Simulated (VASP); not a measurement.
A run of VASP 6.6.1 is set up as follows.

File INCAR:

```
PREC = Accurate
ENCUT = 520
EDIFF = 1E-8
ISMEAR = -1
SIGMA = 0.02
LREAL = F
LASPH = T
NELM = 120
ALGO = Normal
ISIF = 2
LWAVE = F
LCHARG = F
GGA = PE
LEFG = T
NBANDS = 44
GGA_COMPAT = F
```

Contents of KPOINTS:

```
Automatic mesh
0
Gamma
  4 4 3
```

POSCAR

```
SiO2
1.0
    4.9820000000      0.0000000000      0.0000000000
    0.0000000000      4.9820000000      0.0000000000
    0.0000000000      0.0000000000      6.9630000000
Si O
4 8
Direct
    0.3039018416      0.3039018416      0.0000000000
    0.1960981584      0.8039018416      0.2500000000
    0.6960981584      0.6960981584      0.5000000000
    0.8039018416      0.1960981584      0.7500000000
    0.2373186938      0.1139629102      0.1837361139
    0.3860370898      0.7373186938      0.4337361139
    0.7626813062      0.8860370898      0.6837361139
    0.6139629102      0.2626813062      0.9337361139
    0.7373186938      0.3860370898      0.5662638861
    0.8860370898      0.7626813062      0.3162638861
    0.2626813062      0.6139629102      0.0662638861
    0.1139629102      0.2373186938      0.8162638861
```

Potentials or basis: VASP PAW PBE potentials, release 64 (Si, O).

Command:

```sh
$ cat potpaw_PBE.64/Si/POTCAR potpaw_PBE.64/O/POTCAR > POTCAR
$ mpirun -np 1 vasp_std > vasp.out
```

(1) Estimate the largest force.

(2) What does it give for the band gap on the k mesh?

(3) Predict the pressure.

Results:

(1) 0.030 eV/Å.

(2) 5.61 eV.

(3) 1.2 GPa.

Caveat: without QUAD_EFG the Cq values of the log hold for a quadrupole moment of 1 mb, not for the nuclei.
